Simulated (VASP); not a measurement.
Here is a VASP 6.6.1 calculation.

Contents of INCAR:

```
SYSTEM = Ti16Si
  PREC = Accurate
  ENCUT = 520
  EDIFF = 1E-6
  ISMEAR = 0
  SIGMA = 0.1
  LREAL = Auto
  LASPH = .TRUE.
  NELM = 100
  ALGO = Normal
  ISIF = 2
  LWAVE = .FALSE.
  LCHARG = .FALSE.
  LDIPOL = .TRUE.
  IDIPOL = 3
  DIPOL = 0.5 0.5 0.326
  GGA = PE
  NBANDS = 112
```

The input KPOINTS:

```
Automatic mesh
0
G
  4 4 1
  0 0 0
```

Contents of POSCAR:

```
Ti16Si
1.0
    6.5106718524      0.0000000000      0.0000000000
    0.0000000000      6.5106718524      0.0000000000
    0.0000000000      0.0000000000     20.1793683656
Ti Si
16 1
Direct
    0.2500000000      0.2500000000      0.1982222599
    0.2500000000      0.7500000000      0.1982222599
    0.7500000000      0.2500000000      0.1982222599
    0.7500000000      0.7500000000      0.1982222599
    0.0000000000      0.0000000000      0.2788822654
    0.0000000000      0.5000000000      0.2788822654
    0.5000000000      0.0000000000      0.2788822654
    0.5000000000      0.5000000000      0.2788822654
    0.2500000000      0.2500000000      0.3551865505
    0.2500000000      0.7500000000      0.3551865505
    0.7500000000      0.2500000000      0.3551865505
    0.7500000000      0.7500000000      0.3551865505
    0.0000000000      0.0000000000      0.4301110029
    0.0000000000      0.5000000000      0.4301110029
    0.5000000000      0.0000000000      0.4301110029
    0.5000000000      0.5000000000      0.4301110029
    0.2500000000      0.2500000000      0.4857677606
```

Potentials or basis: VASP PAW PBE potentials, release 64 (Ti_sv, Si).

Launch:

```console
$ cat potpaw_PBE.64/Ti_sv/POTCAR potpaw_PBE.64/Si/POTCAR > POTCAR
$ mpirun -np 1 vasp_std > vasp.out
```

**Question.** Predict the largest force.

**Answer.** 0.594 eV/Å.

**Question.** Estimate the band gap on the k mesh.

**Answer.** Zero (bands 98 and 99 overlap by 0.31 eV).

Forces on the atoms (eV/Å):
```
Ti   0.000  0.000  0.531
Ti   0.000  0.000  0.482
Ti   0.000  0.000  0.482
Ti   0.000  0.000  0.594
Ti   0.007  0.007 -0.552
Ti   0.007 -0.007 -0.552
Ti  -0.007  0.007 -0.552
Ti  -0.007 -0.007 -0.552
Ti   0.000  0.000  0.013
Ti   0.000  0.000 -0.461
Ti   0.000  0.000 -0.461
Ti   0.000  0.000 -0.369
Ti  -0.206 -0.206  0.350
Ti  -0.206  0.206  0.350
Ti   0.206 -0.206  0.350
Ti   0.206  0.206  0.350
Si   0.000  0.000 -0.001
```
